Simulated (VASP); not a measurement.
# Ca (P6/mmm) in VASP: further runs

Ca is run at these levels: PBEsol; tasks: single point.

All numbers are computed with VASP 6.6.1; they aren't measurements. Logs are shortened: lines on timing, memory, paths and dates and some standing lists are left out, and cuts for length are marked.

## Step 1: The cell of the first run

The structure is hexagonal, space group P6/mmm (No. 191). The conventional cell has a = 6.201 Å, b = 6.201 Å, c = 3.701 Å, α = 90.00°, β = 90.00°, γ = 120.00°. Ca (site symmetry 6/mmm) has 14 Ca at 3.70 to 4.03 Å within 4.9 Å. Ca (site symmetry -6m2) has 11 Ca at 3.58 to 4.03 Å within 4.7 Å.

This isn't the form of Ca at room conditions, which is fcc.

## Step 2: Single point, PBEsol (41.09 Å³/atom)

Contents of INCAR:

```
PREC = Accurate
ENCUT = 520
EDIFF = 1E-7
ISMEAR = -1
SIGMA = 0.1
LREAL = F
LASPH = T
NELM = 80
ALGO = Normal
ISIF = 2
LWAVE = F
LCHARG = F
GGA = PS
NBANDS = 22
```

Contents of KPOINTS:

```
regular mesh
0
Gamma
  7 7 10
```

Contents of POSCAR:

```
Ca
1.0
    6.2011766005      0.0000000000      0.0000000000
   -3.1005883002      5.3703764694      0.0000000000
    0.0000000000      0.0000000000      3.7014178138
Ca
3
Direct
    1.0000000000      1.0000000000      0.0000000000
    0.3333333333      0.6666666667      0.5000000000
    0.6666666667      0.3333333333      0.5000000000
```

Potentials or basis: VASP PAW PBE potentials, release 64 (Ca_sv).

On the command line:

```sh
cat potpaw_PBE.64/Ca_sv/POTCAR > POTCAR
mpirun -np 1 vasp_std > vasp.out
```

OUTCAR:

```text
PREC = Accurate
   ENCUT = 520
   EDIFF = 1E-7
   ISMEAR = -1
   LREAL = F
   LASPH = T
   NELM = 80
   ISIF = 2
   GGA = PS

 ion  position               nearest neighbor table
   1  0.000  0.000  0.000-
   2  0.333  0.667  0.500-
   3  0.667  0.333  0.500-

  LATTYP: Found a hexagonal cell.
 ALAT       =     6.2011766005
 C/A-ratio  =     0.5968895989

  Lattice vectors:

 A1 = (   6.2011766005,   0.0000000000,   0.0000000000)
 A2 = (  -3.1005883002,   5.3703764694,   0.0000000000)
 A3 = (   0.0000000000,   0.0000000000,   3.7014178138)

Analysis of symmetry for initial positions (statically):
=====================================================================
 Subroutine PRICEL returns:
 Original cell was already a primitive cell.

 Routine SETGRP: Setting up the symmetry group for a
 hexagonal supercell.

 Subroutine GETGRP returns: Found 24 space group operations
 (whereof 24 operations were pure point group operations)
 out of a pool of 24 trial point group operations.

The static configuration has the point symmetry D_6h.

Analysis of symmetry for dynamics (positions and initial velocities):
=====================================================================
 Subroutine PRICEL returns:
 Original cell was already a primitive cell.

 Routine SETGRP: Setting up the symmetry group for a
 hexagonal supercell.

 Subroutine GETGRP returns: Found 24 space group operations
 (whereof 24 operations were pure point group operations)
 out of a pool of 24 trial point group operations.

The dynamic configuration has the point symmetry D_6h.

 Subroutine INISYM returns: Found 24 space group operations
 (whereof 24 operations are pure point group operations),
 and found     1 'primitive' translations

----------------------------------------------------------------------------------------

                                     Primitive cell

  volume of cell :     123.2670

  direct lattice vectors                    reciprocal lattice vectors
     6.201176601  0.000000000  0.000000000     0.161259720  0.093103343  0.000000000
    -3.100588300  5.370376469  0.000000000     0.000000000  0.186206685  0.000000000
     0.000000000  0.000000000  3.701417814     0.000000000  0.000000000  0.270166744

  length of vectors
     6.201176601  6.201176600  3.701417814     0.186206685  0.186206685  0.270166744

  position of ions in fractional coordinates (direct lattice)
     0.000000000  0.000000000  0.000000000
     0.333333333  0.666666667  0.500000000
     0.666666667  0.333333333  0.500000000

  ion indices of the primitive-cell ions
   primitive index   ion index
                 1           1
                 2           2
                 3           3

----------------------------------------------------------------------------------------

 KPOINTS: regular mesh

Automatic generation of k-mesh.
 Grid dimensions read from file:
 generate k-points for:    7    7   10

 Generating k-lattice:

  Cartesian coordinates                     Fractional coordinates (reciprocal lattice)
     0.023037103  0.013300478  0.000000000     0.142857143  0.000000000  0.000000000
     0.000000000  0.026600955  0.000000000     0.000000000  0.142857143  0.000000000
     0.000000000  0.000000000  0.027016674     0.000000000  0.000000000  0.100000000

  Length of vectors
     0.026600955  0.026600955  0.027016674

  Shift w.r.t. Gamma in fractional coordinates (k-lattice)
     0.000000000  0.000000000  0.000000000

 Subroutine IBZKPT returns following result:
 ===========================================

 Found     48 irreducible k-points:

 Following reciprocal coordinates:
            Coordinates               Weight
  0.000000  0.000000  0.000000      1.000000
  0.142857  0.000000  0.000000      6.000000
  0.285714  0.000000  0.000000      6.000000
  0.428571  0.000000  0.000000      6.000000
  0.142857  0.142857  0.000000      6.000000
  0.285714  0.142857  0.000000     12.000000
[... 16 lines left out ...]
  0.428571  0.142857  0.200000     12.000000
  0.285714  0.285714  0.200000     12.000000
 [... further k-points ...]
   k-points           NKPTS =     48   k-points in BZ     NKDIM =     48   number of bands    NBANDS=     22
   number of dos      NEDOS =    301   number of ions     NIONS =      3
   total plane-waves  NPLWV =  64512
   dimension x,y,z NGX =    48 NGY =   48 NGZ =   28
   dimension x,y,z NGXF=    96 NGYF=   96 NGZF=   56
   ions per type =               3
   NGX,Y,Z   is equivalent  to a cutoff of  12.87, 12.87, 12.58 a.u.
   NGXF,Y,Z  is equivalent  to a cutoff of  25.74, 25.74, 25.15 a.u.
 SYSTEM =  unknown system
   PREC   = accura    normal or accurate (medium, high low for compatibility)
   ISTART =      0    job   : 0-new  1-cont  2-samecut
   ICHARG =      2    charge: 1-file 2-atom 10-const
   ISPIN  =      1    spin polarized calculation?
   LNONCOLLINEAR =      F non collinear calculations
   LSORBIT =      F    spin-orbit coupling
   LASPH  =      T    aspherical Exc in radial PAW
   ENCUT  =  520.0 eV  38.22 Ry    6.18 a.u.  11.53 11.53  6.88*2*pi/ulx,y,z
   NELM   =     80;   NELMIN=  2; NELMDL= -5     # of ELM steps
   EDIFF  = 0.1E-06   stopping-criterion for ELM
   LREAL  =      F    real-space projection
   EDIFFG = 0.1E-05   stopping-criterion for IOM
   NSW    =      0    number of steps for IOM
   IBRION =     -1    ionic relax: 0-MD 1-quasi-New 2-CG
   NFREE  =      0    steps in history (QN), initial steepest desc. (CG)
   ISIF   =      2    stress and relaxation
   ISYM   =      2    0-nonsym 1-usesym 2-fastsym
   POTIM  = 0.5000    time-step for ionic-motion
   TEBEG  =    0.0;   TEEND  =   0.0 temperature during run
   PSTRESS=    0.0 pullay stress
   NELECT =      30.0000    total number of electrons
   NUPDOWN=      -1.0000    fix difference up-down
   EMIN   =  10.00;   EMAX   =-10.00  energy-range for DOS
   EFERMI =   0.00;   METHOD = LEGACY
   ISMEAR =    -1;   SIGMA  =   0.10  broadening in eV -4-tet -1-fermi 0-gaus
   EFERMI_NEDOS =   21; number of points for ismear=-14 and -15
   IALGO  =     38    algorithm
   IMIX   =      4    mixing-type and parameters
     AMIX     =   0.40;   BMIX     =  1.00
     AMIX_MAG =   1.60;   BMIX_MAG =  1.00
  volume/ion in A,a.u.               =      41.09       277.28
  Fermi-wavevector in a.u.,A,eV,Ry     =   1.022115  1.931517 14.214255  1.044718
  Thomas-Fermi vector in A             =   2.155776
   LORBIT       =      0    0 simple, 1 ext, 2 COOP (PROOUT), +10 PAW based schemes
   GGA     = PS    functional components
   LHFCALC =     F    Hartree Fock is set to
   AEXX    =    0.0000 exact exchange contribution
   IVDW    =     0    specifies the selected vdW correction
   LEPSILON=     F    determine dielectric tensor
   LRPA    =     F    only Hartree local field effects (RPA)
 non-spin polarized calculation
  energy-cutoff  :      520.00
  volume of cell :      123.27
 maximum number of plane-waves:      3349
 NGX is ok and might be reduce to    48
   NGX = 23   NGY = 23   NGZ = 13

 number of electron      29.9999996 magnetization

 Free energy of the ion-electron system (eV)
  ---------------------------------------------------
  ext. energy  EPLUGINS =         0.00000000
  ---------------------------------------------------
  free energy    TOTEN  =        -6.31530653 eV

  energy without entropy =       -6.16186246  energy(sigma->0) =       -6.23858449

 E-fermi :   2.0159     XC(G=0):  -7.8927

 val. band max:        2.0064030800   @ k =   0.2857   0.0000   0.1000
 cond. band min:       2.0159920335   @ k =   0.4286   0.0000   0.5000
 fundamental gap:      0.0095889535
 Fermi energy:         2.0159069520

 k-point     1 :       0.0000    0.0000    0.0000
  band No.  band energies     occupation
      1     -39.8158      2.00000
      2     -39.7934      2.00000
      3     -39.7310      2.00000
      4     -20.9438      2.00000
      5     -20.9438      2.00000
      6     -20.8492      2.00000
[... 14 lines left out ...]
     21       4.6267      0.00000
     22       4.6267      0.00000

 k-point     2 :       0.1429    0.0000    0.0000
  band No.  band energies     occupation
      1     -39.8147      2.00000
      2     -39.7943      2.00000
      3     -39.7310      2.00000
      4     -20.9485      2.00000
      5     -20.9421      2.00000
      6     -20.8442      2.00000
[... 14 lines left out ...]
     21       4.4841      0.00000
     22       4.7146      0.00000

 k-point     3 :       0.2857    0.0000    0.0000
  band No.  band energies     occupation
      1     -39.8120      2.00000
      2     -39.7969      2.00000
      3     -39.7312      2.00000
      4     -20.9578      2.00000
      5     -20.9336      2.00000
      6     -20.8420      2.00000
[... 14 lines left out ...]
     21       4.1167      0.00000
     22       4.7281      0.00000

 k-point     4 :       0.4286    0.0000    0.0000
  band No.  band energies     occupation
      1     -39.8087      2.00000
      2     -39.8001      2.00000
      3     -39.7314      2.00000
      4     -20.9642      2.00000
      5     -20.9182      2.00000
      6     -20.8568      2.00000
[... 14 lines left out ...]
     21       3.8557      0.00000
     22       4.6377      0.00000

 k-point     5 :       0.1429    0.1429    0.0000
  band No.  band energies     occupation
      1     -39.8128      2.00000
      2     -39.7961      2.00000
      3     -39.7312      2.00000
      4     -20.9541      2.00000
      5     -20.9380      2.00000
      6     -20.8417      2.00000
[... 417 lines left out ...]
 k-point    22 :       0.2857    0.1429    0.2000
  band No.  band energies     occupation
      1     -39.8063      2.00000
      2     -39.7960      2.00000
      3     -39.7281      2.00000
      4     -20.9534      2.00000
      5     -20.9185      2.00000
      6     -20.8587      2.00000
[... 14 lines left out ...]
     21       3.9861      0.00000
     22       4.2067      0.00000

 k-point    23 :       0.4286    0.1429    0.2000
  band No.  band energies     occupation
      1     -39.8040      2.00000
      2     -39.7982      2.00000
      3     -39.7281      2.00000
      4     -20.9558      2.00000
      5     -20.9086      2.00000
      6     -20.8664      2.00000
[... 14 lines left out ...]
     21       3.9375      0.00000
     22       4.2178      0.00000

 k-point    24 :       0.2857    0.2857    0.2000
  band No.  band energies     occupation
      1     -39.8031      2.00000
      2     -39.7991      2.00000
      3     -39.7281      2.00000
      4     -20.9556      2.00000
      5     -20.9018      2.00000
      6     -20.8748      2.00000
[... 14 lines left out ...]
     21       3.8187      0.00000
     22       4.3425      0.00000

 [... further k-points ...]

------------------------ aborting loop because EDIFF is reached ----------------------------------------

  FORCE on cell =-STRESS in cart. coord.  units (eV):
  Direction    XX          YY          ZZ          XY          YZ          ZX
  --------------------------------------------------------------------------------------
  -------------------------------------------------------------------------------------
  Total       -0.0007554     -0.0007554      0.0134016     -0.0000000      0.0000000      0.0000000
  in kB       -0.0098185     -0.0098185      0.1741892     -0.0000000      0.0000000      0.0000000
  external PRESSURE =       0.0515174 kB  Pullay stress =       0.0000000 kB

 VOLUME and BASIS-vectors are now :
 -----------------------------------------------------------------------------
  energy-cutoff  :      520.00
  volume of cell :      123.27
      direct lattice vectors                 reciprocal lattice vectors
     6.201176601  0.000000000  0.000000000     0.161259720  0.093103343  0.000000000
    -3.100588300  5.370376469  0.000000000     0.000000000  0.186206685  0.000000000
     0.000000000  0.000000000  3.701417814     0.000000000  0.000000000  0.270166744

 POSITION                                       TOTAL-FORCE (eV/Angst)
 -----------------------------------------------------------------------------------
      0.00000      0.00000      0.00000         0.000000      0.000000      0.000000
     -0.00000      3.58025      1.85071        -0.000000      0.000000      0.000000
      3.10059      1.79013      1.85071         0.000000      0.000000      0.000000
 -----------------------------------------------------------------------------------
    total drift:                               -0.000000      0.000000     -0.000000

  FREE ENERGIE OF THE ION-ELECTRON SYSTEM (eV)
  ---------------------------------------------------
  free  energy   TOTEN  =        -6.3153065297 eV

  energy  without entropy=       -6.1618624575  energy(sigma->0) =       -6.23858449
```

Run time: 69 s. Hardware: 1 thread of AMD EPYC 9R45 (Zen 5), shared host; peak memory 0.25 GiB.

Results:

```
Free energy            : -6.3153 eV
Pressure               : 0.0 GPa
Band gap on the k mesh : zero (bands 15 and 16 overlap by 0.29 eV)
```

Caveat: the PAW data sets were made with another functional, which shifts forces and pressure a little.

## Step 3: Single point, PBEsol (42.73 Å³/atom)

This run uses another cell than the first one, of 42.73 Å³/atom.

Contents of INCAR:

```
ALGO = Normal
EDIFF = 1E-6
ENCUT = 520
GGA = PS
ISIF = 2
ISMEAR = -1
LASPH = T
LCHARG = F
LREAL = F
LWAVE = F
NBANDS = 22
NELM = 60
PREC = Accurate
SIGMA = 0.1
```

Contents of KPOINTS:

```
k-points
0
Gamma
  7 7 10
```

Contents of POSCAR:

```
Ca
1.0
    6.2827803875      0.0000000000      0.0000000000
   -3.1413901938      5.4410474220      0.0000000000
    0.0000000000      0.0000000000      3.7501262655
Ca
3
Direct
    1.0000000000      1.0000000000      0.0000000000
    0.3333333333      0.6666666667      0.5000000000
    0.6666666667      0.3333333333      0.5000000000
```

Potentials or basis: VASP PAW PBE potentials, release 64 (Ca_sv).

On the command line:

```sh
cat potpaw_PBE.64/Ca_sv/POTCAR > POTCAR
mpirun -np 1 vasp_std > vasp.out
```

Wall time 58 s (1 thread of AMD EPYC 9R45 (Zen 5), shared host); peak memory 0.26 GiB.

The run converged. Its results:

- Free energy: -6.3063 eV
- Pressure: -0.6 GPa
- Band gap on the k mesh: zero (bands 15 and 16 overlap by 0.35 eV)

Stress tensor (GPa, compression positive):
```
-0.66  0.00  0.00
 0.00 -0.66  0.00
 0.00  0.00 -0.59
```

Levels at points of the mesh, in eV from the Fermi level:
```csv
k point,band 13,band 14,band 15,band 16,band 17,band 18
"(0.00, 0.00, 0.00)",-4.02,0.11,0.14,0.14,0.16,0.16
"(0.00, 0.00, 0.50)",-1.50,-1.16,0.26,0.26,0.39,0.39
```

Caveat: the PAW data sets were made with another functional, which shifts forces and pressure a little.

## Step 4: Single point, PBEsol (44.38 Å³/atom)

This run uses another cell than the first one, of 44.38 Å³/atom.

Contents of INCAR:

```
PREC = Accurate ; ENCUT = 520
EDIFF = 1E-7 ; ISMEAR = -1
SIGMA = 0.1 ; LREAL = False
LASPH = True ; NELM = 80
ALGO = Normal ; ISIF = 2
LWAVE = False ; LCHARG = False
GGA = PS ; NBANDS = 22
```

Contents of KPOINTS:

```
regular mesh
0
Gamma
  7 7 10
```

Contents of POSCAR:

```
Ca
1.0
    6.3623176968      0.0000000000      0.0000000000
   -3.1811588484      5.5099287523      0.0000000000
    0.0000000000      0.0000000000      3.7976012581
Ca
3
Direct
    1.0000000000      1.0000000000      0.0000000000
    0.3333333333      0.6666666667      0.5000000000
    0.6666666667      0.3333333333      0.5000000000
```

On the command line:

```sh
cat potpaw_PBE.64/Ca_sv/POTCAR > POTCAR
mpirun -np 1 vasp_std > vasp.out
```

It took 72 s on 1 thread of AMD EPYC 9R45 (Zen 5), shared host; peak memory 0.26 GiB.

The run converged. Its results:

```
Free energy            : -6.2790 eV
Pressure               : -1.2 GPa
Band gap on the k mesh : zero (bands 15 and 16 overlap by 0.41 eV)
```

Stress tensor (GPa, compression positive):
```
-1.22  0.00  0.00
 0.00 -1.22  0.00
 0.00  0.00 -1.10
```

Levels at points of the mesh, in eV from the Fermi level:
```csv
k point,band 11,band 12,band 13,band 14,band 15,band 16,band 17,band 18,band 19,band 20
"(0.00, 0.00, 0.00)",-22.97,-22.95,-3.96,0.12,0.14,0.14,0.15,0.15,0.66,1.93
"(0.00, 0.00, 0.50)",-22.97,-22.97,-1.49,-1.16,0.29,0.29,0.41,0.41,1.79,1.79
```

Caveat: the PAW data sets were made with another functional, which shifts forces and pressure a little.

## Step 5: The runs side by side

| cell | gap on the mesh (eV) | pressure (GPa) |
| --- | --- | --- |
| a = 6.201, b = 6.201, c = 3.701 Å, angles 90.0, 90.0, 120.0°, 3 atoms | none | 0.0 |
| a = 6.283, b = 6.283, c = 3.750 Å, angles 90.0, 90.0, 120.0°, 3 atoms | none | -0.6 |
| a = 6.362, b = 6.362, c = 3.798 Å, angles 90.0, 90.0, 120.0°, 3 atoms | none | -1.2 |

Alike in all rows: task single point; level PBEsol; potentials or basis VASP PAW PBE potentials, release 64 (Ca_sv); no spin polarisation; k mesh 7 × 7 × 10; cutoff (eV) 520; smearing fermi-dirac 0.1 eV.

Caveats: the PAW data sets were made with another functional, which shifts forces and pressure a little.

Absolute energies hang on the potentials; compare differences alone.
